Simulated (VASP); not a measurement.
Wanted: the native input for a VASP 6.6.1 run.

```yaml
Task: single point
Functional: BLYP
Dispersion: D4
Potentials_or_basis: VASP PAW PBE potentials, release 64 (Pb_d, Se)
Cutoff: 520 eV
k_mesh: 8 × 8 × 8
Occupations: fermi-dirac, width 0.05 eV
Spin: no spin polarisation
Dipole_correction: no
Further_INCAR_settings: ALGO = Normal; EDIFF = 1e-06; NBANDS = 17
```

The structure of PbSe (Clausthalite) lies in POSCAR:

```
PbSe
1.0
    0.0000000000      3.0192847941      3.0192847941
    3.0192847941      0.0000000000      3.0192847941
    3.0192847941      3.0192847941      0.0000000000
Pb Se
1 1
Direct
    0.0000000000      0.0000000000      0.0000000000
    0.5000000000      0.5000000000      0.5000000000
```

The input as run:

INCAR

```
SYSTEM = PbSe
PREC = Accurate
ENCUT = 520
EDIFF = 1E-6
ISMEAR = -1
SIGMA = 0.05
LREAL = .False.
LASPH = .True.
NELM = 60
ALGO = Normal
ISIF = 2
LWAVE = .False.
LCHARG = .False.
GGA = B5
ALDAX = 1.0
AGGAX = 1.0
AGGAC = 1.0
ALDAC = 0.0
IVDW = 13
VDW_S6 = 1.0
VDW_S8 = 2.34076671
VDW_A1 = 0.44488865
VDW_A2 = 4.0933009
NBANDS = 17
```

KPOINTS

```
regular mesh
0
Gamma
  8 8 8
  0 0 0
```

Potentials or basis: VASP PAW PBE potentials, release 64 (Pb_d, Se).

The run is started by

```sh
$ cat potpaw_PBE.64/Pb_d/POTCAR potpaw_PBE.64/Se/POTCAR > POTCAR
$ mpirun -np 1 vasp_std > vasp.out
```

Results of the run:

```json
{
 "Pressure": "4.5 GPa",
 "Band gap on the k mesh": "0.26 eV, direct",
 "Dispersion energy per atom": "-0.777 eV"
}
```

Caveat: the PAW data sets were made with another functional, which shifts forces and pressure a little; spin-orbit coupling is left out, which moves the levels of the heavy elements.

Run time: 28 s on 1 thread of Intel(R) Xeon(R) Platinum 8259CL CPU @ 2.50GHz (Skylake/Cascade Lake), on a shared host, peak memory 0.19 GiB.
